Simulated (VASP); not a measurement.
CuO: single point with PBE

Crystal: CuO.

```
Cu O
1.0
     2.71906    0.00000    0.00000
     0.00000    2.71906    0.00000
     0.00000    0.00000    5.15121
Cu O
2 2
Direct
  0.00000 0.50000 0.00000
  0.50000 0.00000 0.50000
  0.00000 0.00000 0.25000
  0.00000 0.00000 0.75000
```

```json
{
 "Program": "VASP 6.6.1",
 "Task": "single point",
 "Functional": "PBE",
 "Potentials or basis": "VASP PAW PBE potentials, release 64 (Cu, O)",
 "Cutoff": "520 eV",
 "k mesh": "8 × 8 × 6",
 "Occupations": "fermi-dirac, width 0.05 eV",
 "Spin": "no spin polarisation"
}
```

```yaml
Pressure: 31.1 GPa
Band_gap_on_the_k_mesh: zero (band 17 reaches 7.55 eV, above the bottom of band 18 at 6.35 eV)
```

Stress tensor (GPa, compression positive):
```
30.85  0.00  0.00
 0.00 30.85  0.00
 0.00  0.00 31.74
```

Levels at points of the mesh, in eV from the Fermi level:
```
           k point  band 15  band 16  band 17  band 18  band 19  band 20
(0.00, 0.00, 0.00)    -2.70    -2.57     0.68     0.68     1.85     6.54
(0.50, 0.00, 0.00)    -1.82    -1.72     0.26     0.41     2.99     6.62
(0.50, 0.50, 0.00)    -1.71    -1.27    -1.27     1.39     1.96     7.04
(0.00, 0.00, 0.50)    -1.72    -1.72     0.02     0.02     3.99     3.99
(0.50, 0.00, 0.50)    -2.25    -2.07     0.00     0.70     3.98     6.38
(0.50, 0.50, 0.50)    -1.54    -1.54    -0.38    -0.38     3.88     3.88
```

It took 39 s on 1 thread of Intel(R) Xeon(R) Platinum 8559C (Emerald Rapids) (shared host), peak memory 0.17 GiB.

Caveat: semilocal functionals often make such compounds metallic where correlation or magnetic order opens a gap, which also shifts bond lengths. With open d or f shells a metallic result of PBE can be an artefact of self-interaction; +U or a hybrid may open a gap.
